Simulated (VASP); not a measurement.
Wanted: the native input for a VASP 6.6.1 run.

```
Task                   : single point
Functional             : PBE
Potentials or basis    : VASP PAW PBE potentials, release 64 (Si, C)
Cutoff                 : 520 eV
k mesh                 : 8 × 6 × 8
Occupations            : fermi-dirac, width 0.02 eV
Spin                   : no spin polarisation
Dipole correction      : no
Further INCAR settings : ALGO = Normal; EDIFF = 1e-06; NBANDS = 16
```

The structure of SiC (zincblende type) lies in POSCAR:

```
SiC
1.0
   -2.1898574477      2.1898574477      0.0000000000
    0.0000000000      0.0000000000      4.3797148953
    2.1898574477      2.1898574477      0.0000000000
Si C
2 2
Direct
    0.0000000000      0.0000000000      0.0000000000
    0.5000000000      0.5000000000      0.5000000000
    0.0000000000      0.2500000000      0.5000000000
    0.5000000000      0.7500000000      0.0000000000
```

One way to write it, as run:

INCAR

```
PREC     = Accurate       # precision mode
ENCUT    = 520            # plane-wave cutoff, eV
EDIFF    = 1E-6           # SCF threshold, eV
ISMEAR   = -1             # smearing method
SIGMA    = 0.02           # smearing width, eV
LREAL    = F              # projectors in reciprocal space
LASPH    = T              # aspherical terms in the spheres
NELM     = 100            # most SCF steps
ALGO     = Normal         # electronic algorithm
ISIF     = 2              # what is computed and relaxed
LWAVE    = F              # write WAVECAR
LCHARG   = F              # write CHGCAR
GGA      = PE             # functional
NBANDS   = 16             # bands
```

KPOINTS

```
Automatic mesh
0
Gamma
  8 6 8
```

Potentials or basis: VASP PAW PBE potentials, release 64 (Si, C).

Run with:

```bash
$ cat potpaw_PBE.64/Si/POTCAR potpaw_PBE.64/C/POTCAR > POTCAR
$ mpirun -np 1 vasp_std > vasp.out
```

Results of the run:

* Pressure: 0.0 GPa
* Band gap on the k mesh: 1.37 eV

It took 31 s on 1 thread of AMD EPYC 7R13 Processor (Zen 3), on a shared host, peak memory 0.14 GiB.
